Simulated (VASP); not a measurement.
# SnSe in VASP: further runs

The runs below take SnSe through single point, with r2SCAN.

Program: VASP 6.6.1. These are calculated values, not measurements. Logs are shortened: lines on timing, memory, paths and dates and some standing lists are left out, and cuts for length are marked.

## (1) The cell of the first run

The cell holds a slab with vacuum, 4 atoms: a = 4.157 Å, b = 4.157 Å, c = 11.156 Å, α = 90.00°, β = 90.00°, γ = 90.00°.

## (2) Single point, r2SCAN (strain -0.030 along x and y, +0.015 along z)

POSCAR

```
SnSe
1.0
    4.1567675965      0.0000000000      0.0000000000
    0.0000000000      4.1567675965      0.0000000000
    0.0000000000      0.0000000000     11.1555525119
Sn Se
2 2
Direct
    0.5000000000      0.0000000000      0.3722291100
    0.0000000000      0.5000000000      0.6277708900
    0.5000000000      0.0000000000      0.6160394900
    0.0000000000      0.5000000000      0.3839605100
```

INCAR.step1

```
PREC     = Accurate       # precision mode
ENCUT    = 520            # plane-wave cutoff, eV
ISMEAR   = 0              # smearing method
SIGMA    = 0.05           # smearing width, eV
LREAL    = F              # projectors in reciprocal space
LASPH    = T              # aspherical terms in the spheres
NELM     = 100            # most SCF steps
NBANDS   = 28             # bands
GGA      = PE             # functional
ALGO     = Normal         # electronic algorithm
EDIFF    = 1E-4           # SCF threshold, eV
LWAVE    = T              # write WAVECAR
LCHARG   = F              # write CHGCAR
```

INCAR.step2

```
PREC     = Accurate       # precision mode
ENCUT    = 520            # plane-wave cutoff, eV
EDIFF    = 1E-6           # SCF threshold, eV
ISMEAR   = 0              # smearing method
SIGMA    = 0.05           # smearing width, eV
LREAL    = F              # projectors in reciprocal space
LASPH    = T              # aspherical terms in the spheres
NELM     = 100            # most SCF steps
ALGO     = Normal         # electronic algorithm
ISIF     = 2              # what is computed and relaxed
LWAVE    = F              # write WAVECAR
LCHARG   = F              # write CHGCAR
METAGGA  = R2SCAN         # meta-GGA
LMIXTAU  = T            
NBANDS   = 28             # bands
ISTART   = 1
```

KPOINTS

```
Automatic mesh
0
Gamma
  6 6 4
```

Potentials or basis: VASP PAW PBE potentials, release 64 (Sn_d, Se).

Command:

```sh
cat potpaw_PBE.64/Sn_d/POTCAR potpaw_PBE.64/Se/POTCAR > POTCAR
cp INCAR.step1 INCAR
mpirun -np 1 vasp_std > vasp.out
cp INCAR.step2 INCAR
mpirun -np 1 vasp_std > vasp.out
```

OUTCAR:

```text
PREC = Accurate
   ENCUT = 520
   EDIFF = 1E-6
   ISMEAR = 0
   LREAL = F
   LASPH = T
   NELM = 100
   ISIF = 2
   METAGGA = R2SCAN
   ISTART = 1

 ion  position               nearest neighbor table
   1  0.500  0.000  0.372-   3 2.72   4 2.94   4 2.94   4 2.94   4 2.94
   2  0.000  0.500  0.628-   4 2.72   3 2.94   3 2.94   3 2.94   3 2.94
   3  0.500  0.000  0.616-   1 2.72   2 2.94   2 2.94   2 2.94   2 2.94
   4  0.000  0.500  0.384-   2 2.72   1 2.94   1 2.94   1 2.94   1 2.94

  LATTYP: Found a simple tetragonal cell.
 ALAT       =     4.1567675965
 C/A-ratio  =     2.6837084953

  Lattice vectors:

 A1 = (   4.1567675965,   0.0000000000,   0.0000000000)
 A2 = (   0.0000000000,   4.1567675965,   0.0000000000)
 A3 = (   0.0000000000,   0.0000000000,  11.1555525119)

Analysis of symmetry for initial positions (statically):
=====================================================================
 Subroutine PRICEL returns:
 Original cell was already a primitive cell.

 Routine SETGRP: Setting up the symmetry group for a
 simple tetragonal supercell.

 Subroutine GETGRP returns: Found 16 space group operations
 (whereof  8 operations were pure point group operations)
 out of a pool of 16 trial point group operations.

The static configuration has the point symmetry D_2d.
 The point group associated with its full space group is D_4h.

Analysis of symmetry for dynamics (positions and initial velocities):
=====================================================================
 Subroutine PRICEL returns:
 Original cell was already a primitive cell.

 Routine SETGRP: Setting up the symmetry group for a
 simple tetragonal supercell.

 Subroutine GETGRP returns: Found 16 space group operations
 (whereof  8 operations were pure point group operations)
 out of a pool of 16 trial point group operations.

The dynamic configuration has the point symmetry D_2d.
 The point group associated with its full space group is D_4h.

 Subroutine INISYM returns: Found 16 space group operations
 (whereof  8 operations are pure point group operations),
 and found     1 'primitive' translations

----------------------------------------------------------------------------------------

                                     Primitive cell

  volume of cell :     192.7536

  direct lattice vectors                    reciprocal lattice vectors
     4.156767596  0.000000000  0.000000000     0.240571544  0.000000000  0.000000000
     0.000000000  4.156767596  0.000000000     0.000000000  0.240571544  0.000000000
     0.000000000  0.000000000 11.155552512     0.000000000  0.000000000  0.089641459

  length of vectors
     4.156767596  4.156767596 11.155552512     0.240571544  0.240571544  0.089641459

  position of ions in fractional coordinates (direct lattice)
     0.500000000  0.000000000  0.372229110
     0.000000000  0.500000000  0.627770890
     0.500000000  0.000000000  0.616039490
     0.000000000  0.500000000  0.383960510

  ion indices of the primitive-cell ions
   primitive index   ion index
                 1           1
                 2           2
                 3           3
                 4           4

----------------------------------------------------------------------------------------

 KPOINTS: Automatic mesh

Automatic generation of k-mesh.
 Grid dimensions read from file:
 generate k-points for:    6    6    4

 Generating k-lattice:

  Cartesian coordinates                     Fractional coordinates (reciprocal lattice)
     0.040095257  0.000000000  0.000000000     0.166666667  0.000000000  0.000000000
     0.000000000  0.040095257  0.000000000     0.000000000  0.166666667  0.000000000
     0.000000000  0.000000000  0.022410365     0.000000000  0.000000000  0.250000000

  Length of vectors
     0.040095257  0.040095257  0.022410365

  Shift w.r.t. Gamma in fractional coordinates (k-lattice)
     0.000000000  0.000000000  0.000000000

 Subroutine IBZKPT returns following result:
 ===========================================

 Found     30 irreducible k-points:

 Following reciprocal coordinates:
            Coordinates               Weight
  0.000000  0.000000  0.000000      1.000000
  0.166667  0.000000  0.000000      4.000000
  0.333333  0.000000  0.000000      4.000000
  0.500000  0.000000  0.000000      2.000000
  0.166667  0.166667  0.000000      4.000000
  0.333333  0.166667  0.000000      8.000000
[... 16 lines left out ...]
  0.333333  0.000000  0.500000      4.000000
  0.500000  0.000000  0.500000      2.000000
 [... further k-points ...]
   k-points           NKPTS =     30   k-points in BZ     NKDIM =     30   number of bands    NBANDS=     28
   number of dos      NEDOS =    301   number of ions     NIONS =      4
   total plane-waves  NPLWV =  86016
   dimension x,y,z NGX =    32 NGY =   32 NGZ =   84
   dimension x,y,z NGXF=    64 NGYF=   64 NGZF=  168
   ions per type =               2   2
   NGX,Y,Z   is equivalent  to a cutoff of  12.80, 12.80, 12.52 a.u.
   NGXF,Y,Z  is equivalent  to a cutoff of  25.60, 25.60, 25.04 a.u.
 SYSTEM =  unknown system
   PREC   = accura    normal or accurate (medium, high low for compatibility)
   ISTART =      1    job   : 0-new  1-cont  2-samecut
   ICHARG =      0    charge: 1-file 2-atom 10-const
   ISPIN  =      1    spin polarized calculation?
   LNONCOLLINEAR =      F non collinear calculations
   LSORBIT =      F    spin-orbit coupling
   LASPH  =      T    aspherical Exc in radial PAW
   ENCUT  =  520.0 eV  38.22 Ry    6.18 a.u.   7.73  7.73 20.74*2*pi/ulx,y,z
   NELM   =    100;   NELMIN=  2; NELMDL=  0     # of ELM steps
   EDIFF  = 0.1E-05   stopping-criterion for ELM
   LREAL  =      F    real-space projection
   EDIFFG = 0.1E-04   stopping-criterion for IOM
   NSW    =      0    number of steps for IOM
   IBRION =     -1    ionic relax: 0-MD 1-quasi-New 2-CG
   NFREE  =      0    steps in history (QN), initial steepest desc. (CG)
   ISIF   =      2    stress and relaxation
   ISYM   =      2    0-nonsym 1-usesym 2-fastsym
   POTIM  = 0.5000    time-step for ionic-motion
   TEBEG  =    0.0;   TEEND  =   0.0 temperature during run
   PSTRESS=    0.0 pullay stress
   NELECT =      40.0000    total number of electrons
   NUPDOWN=      -1.0000    fix difference up-down
   EMIN   =  10.00;   EMAX   =-10.00  energy-range for DOS
   EFERMI =   0.00;   METHOD = LEGACY
   ISMEAR =     0;   SIGMA  =   0.05  broadening in eV -4-tet -1-fermi 0-gaus
   EFERMI_NEDOS =   21; number of points for ismear=-14 and -15
   IALGO  =     38    algorithm
   IMIX   =      4    mixing-type and parameters
     AMIX     =   0.40;   BMIX     =  1.00
     AMIX_MAG =   1.60;   BMIX_MAG =  1.00
  volume/ion in A,a.u.               =      48.19       325.19
  Fermi-wavevector in a.u.,A,eV,Ry     =   0.969231  1.831581 12.781432  0.939409
  Thomas-Fermi vector in A             =   2.099266
   LORBIT       =      0    0 simple, 1 ext, 2 COOP (PROOUT), +10 PAW based schemes
   METAGGA = R2SCAN    functional components
   LHFCALC =     F    Hartree Fock is set to
   AEXX    =    0.0000 exact exchange contribution
   IVDW    =     0    specifies the selected vdW correction
   LEPSILON=     F    determine dielectric tensor
   LRPA    =     F    only Hartree local field effects (RPA)
 non-spin polarized calculation
 Gauss-broadening in eV      SIGMA  =   0.05
  energy-cutoff  :      520.00
  volume of cell :      192.75
 maximum number of plane-waves:      5212
 NGX is ok and might be reduce to    32
   NGX = 15   NGY = 15   NGZ = 41

 number of electron      39.9999978 magnetization

 Free energy of the ion-electron system (eV)
  ---------------------------------------------------
  ext. energy  EPLUGINS =         0.00000000
  ---------------------------------------------------
  free energy    TOTEN  =       -79.47723569 eV

  energy without entropy =      -79.47723569  energy(sigma->0) =      -79.47723569

 E-fermi :   1.2343     XC(G=0):  -6.3294

 val. band max:        0.9563315346   @ k =   0.3333   0.0000   0.5000
 cond. band min:       2.3291750422   @ k =   0.0000   0.0000   0.5000
 fundamental gap:      1.3728435076
 Fermi energy:         1.2342608596

 k-point     1 :       0.0000    0.0000    0.0000
  band No.  band energies     occupation
      1     -20.9636      2.00000
      2     -20.9583      2.00000
      3     -20.9549      2.00000
      4     -20.9524      2.00000
      5     -20.9477      2.00000
      6     -20.9267      2.00000
[... 20 lines left out ...]
     27       6.8851      0.00000
     28       7.4555      0.00000

 k-point     2 :       0.1667    0.0000    0.0000
  band No.  band energies     occupation
      1     -20.9594      2.00000
      2     -20.9577      2.00000
      3     -20.9536      2.00000
      4     -20.9517      2.00000
      5     -20.9496      2.00000
      6     -20.9262      2.00000
[... 20 lines left out ...]
     27       6.5779      0.00000
     28       6.8744      0.00000

 k-point     3 :       0.3333    0.0000    0.0000
  band No.  band energies     occupation
      1     -20.9630      2.00000
      2     -20.9597      2.00000
      3     -20.9532      2.00000
      4     -20.9462      2.00000
      5     -20.9402      2.00000
      6     -20.9256      2.00000
[... 20 lines left out ...]
     27       6.0768      0.00000
     28       7.8454      0.00000

 k-point     4 :       0.5000    0.0000    0.0000
  band No.  band energies     occupation
      1     -20.9647      2.00000
      2     -20.9647      2.00000
      3     -20.9478      2.00000
      4     -20.9478      2.00000
      5     -20.9293      2.00000
      6     -20.9293      2.00000
[... 20 lines left out ...]
     27       7.0277      0.00000
     28       7.0277      0.00000

 k-point     5 :       0.1667    0.1667    0.0000
  band No.  band energies     occupation
      1     -20.9616      2.00000
      2     -20.9615      2.00000
      3     -20.9508      2.00000
      4     -20.9483      2.00000
      5     -20.9463      2.00000
      6     -20.9258      2.00000
[... 20 lines left out ...]
     27       6.2261      0.00000
     28       7.5267      0.00000

 k-point     6 :       0.3333    0.1667    0.0000
  band No.  band energies     occupation
      1     -20.9692      2.00000
      2     -20.9690      2.00000
      3     -20.9455      2.00000
      4     -20.9416      2.00000
      5     -20.9366      2.00000
      6     -20.9251      2.00000
[... 463 lines left out ...]
      5     -20.9477      2.00000
      6     -20.9267      2.00000
[... 20 lines left out ...]
     27       6.8823      0.00000
     28       7.2941      0.00000

 k-point    22 :       0.1667    0.0000    0.5000
  band No.  band energies     occupation
      1     -20.9594      2.00000
      2     -20.9577      2.00000
      3     -20.9536      2.00000
      4     -20.9517      2.00000
      5     -20.9496      2.00000
      6     -20.9262      2.00000
[... 20 lines left out ...]
     27       6.2384      0.00000
     28       6.9006      0.00000

 k-point    23 :       0.3333    0.0000    0.5000
  band No.  band energies     occupation
      1     -20.9630      2.00000
      2     -20.9598      2.00000
      3     -20.9532      2.00000
      4     -20.9462      2.00000
      5     -20.9402      2.00000
      6     -20.9256      2.00000
[... 20 lines left out ...]
     27       6.6639      0.00000
     28       7.4195      0.00000

 k-point    24 :       0.5000    0.0000    0.5000
  band No.  band energies     occupation
      1     -20.9647      2.00000
      2     -20.9647      2.00000
      3     -20.9478      2.00000
      4     -20.9478      2.00000
      5     -20.9293      2.00000
      6     -20.9293      2.00000
[... 20 lines left out ...]
     27       7.5303      0.00000
     28       7.5303      0.00000

 [... further k-points ...]
[... 5 lines left out ...]
  --------------------------------------------------------------------------------------
  -------------------------------------------------------------------------------------
  Total        3.0611172      3.0611172     -0.2980868      0.0000000      0.0000000      0.0000000
  in kB       25.4441511     25.4441511     -2.4777117      0.0000000      0.0000000      0.0000000
  external PRESSURE =      16.1368635 kB  Pullay stress =       0.0000000 kB

 VOLUME and BASIS-vectors are now :
 -----------------------------------------------------------------------------
  energy-cutoff  :      520.00
  volume of cell :      192.75
      direct lattice vectors                 reciprocal lattice vectors
     4.156767596  0.000000000  0.000000000     0.240571544  0.000000000  0.000000000
     0.000000000  4.156767596  0.000000000     0.000000000  0.240571544  0.000000000
     0.000000000  0.000000000 11.155552512     0.000000000  0.000000000  0.089641459

 POSITION                                       TOTAL-FORCE (eV/Angst)
 -----------------------------------------------------------------------------------
      2.07838      0.00000      4.15242        -0.000000      0.000000     -0.011920
      0.00000      2.07838      7.00313        -0.000000      0.000000      0.011920
      2.07838      0.00000      6.87226        -0.000000      0.000000     -0.111838
      0.00000      2.07838      4.28329         0.000000     -0.000000      0.111838
 -----------------------------------------------------------------------------------
    total drift:                                0.000000      0.000000      0.000000

  FREE ENERGIE OF THE ION-ELECTRON SYSTEM (eV)
  ---------------------------------------------------
  free  energy   TOTEN  =       -79.4772356886 eV

  energy  without entropy=      -79.4772356886  energy(sigma->0) =      -79.47723569
```

Wall time 5.9 min (1 thread of Intel Xeon Platinum 8488C (Sapphire Rapids), shared host); peak memory 0.4 GiB.

What came out:

- Free energy: -79.4772 eV
- Largest force: 0.112 eV/Å
- Band gap on the k mesh: 1.37 eV (least direct gap 1.80 eV)

Forces in eV/Å, atoms in the order of the input:
```
Sn   0.000  0.000 -0.012
Sn   0.000  0.000  0.012
Se   0.000  0.000 -0.112
Se   0.000  0.000  0.112
```

Caveat: the cell differs from its parent crystal (strain -0.030 along x and y, +0.015 along z); there is no dipole correction, which matters where the two faces differ; the PAW data sets were made with another functional, which shifts forces and pressure a little; spin-orbit coupling is left out, which moves the levels of the heavy elements.

## (3) Single point, r2SCAN (strain -0.015 along x and y, -0.015 along z)

POSCAR

```
SnSe
1.0
    4.2210475078      0.0000000000      0.0000000000
    0.0000000000      4.2210475078      0.0000000000
    0.0000000000      0.0000000000     10.8258317480
Sn Se
2 2
Direct
    0.5000000000      0.0000000000      0.3722291100
    0.0000000000      0.5000000000      0.6277708900
    0.5000000000      0.0000000000      0.6160394900
    0.0000000000      0.5000000000      0.3839605100
```

INCAR.step1

```
ALGO = Normal ; EDIFF = 1E-4
ENCUT = 520 ; GGA = PE
ISMEAR = 0 ; LASPH = True
LCHARG = False ; LREAL = False
LWAVE = True ; NBANDS = 28
NELM = 100 ; PREC = Accurate
SIGMA = 0.05
```

INCAR.step2

```
ALGO = Normal ; EDIFF = 1E-6
ENCUT = 520 ; ISIF = 2
ISMEAR = 0 ; ISTART = 1
LASPH = True ; LCHARG = False
LMIXTAU = True ; LREAL = False
LWAVE = False ; METAGGA = R2SCAN
NBANDS = 28 ; NELM = 100
PREC = Accurate ; SIGMA = 0.05
```

KPOINTS

```
k-points
0
Gamma
  6 6 4
```

Potentials or basis: VASP PAW PBE potentials, release 64 (Sn_d, Se).

Command:

```sh
cat potpaw_PBE.64/Sn_d/POTCAR potpaw_PBE.64/Se/POTCAR > POTCAR
cp INCAR.step1 INCAR
mpirun -np 1 vasp_std > vasp.out
cp INCAR.step2 INCAR
mpirun -np 1 vasp_std > vasp.out
```

Run time: 6.1 min. Hardware: 1 thread of Intel Xeon Platinum 8488C (Sapphire Rapids), shared host; peak memory 0.4 GiB.

The run converged. Its results:

```yaml
Free_energy: -79.5322 eV
Largest_force: 0.361 eV/Å
Band_gap_on_the_k_mesh: 1.65 eV (least direct gap 1.71 eV)
```

Forces on the atoms (eV/Å):
```
Sn   0.000  0.000 -0.361
Sn   0.000  0.000  0.361
Se   0.000  0.000  0.266
Se   0.000  0.000 -0.266
```

Levels at points of the mesh, in eV from the valence-band top:
```csv
k point,band 18,band 19,band 20,band 21,band 22,band 23
"(0.00, 0.00, 0.00)",-2.02,-2.02,-0.35,1.80,4.00,4.08
"(0.50, 0.00, 0.00)",-1.83,-0.19,-0.19,1.84,1.84,2.25
"(0.50, 0.50, 0.00)",-3.62,-1.92,-1.92,4.05,4.05,5.02
"(0.00, 0.00, 0.50)",-2.02,-2.02,-0.35,1.65,4.00,4.86
"(0.50, 0.00, 0.50)",-1.83,-0.19,-0.19,1.84,1.84,2.25
"(0.50, 0.50, 0.50)",-3.62,-1.92,-1.92,4.01,4.01,5.08
```

Caveat: the cell differs from its parent crystal (strain -0.015 along x and y, -0.015 along z); there is no dipole correction, which matters where the two faces differ; the PAW data sets were made with another functional, which shifts forces and pressure a little; spin-orbit coupling is left out, which moves the levels of the heavy elements.
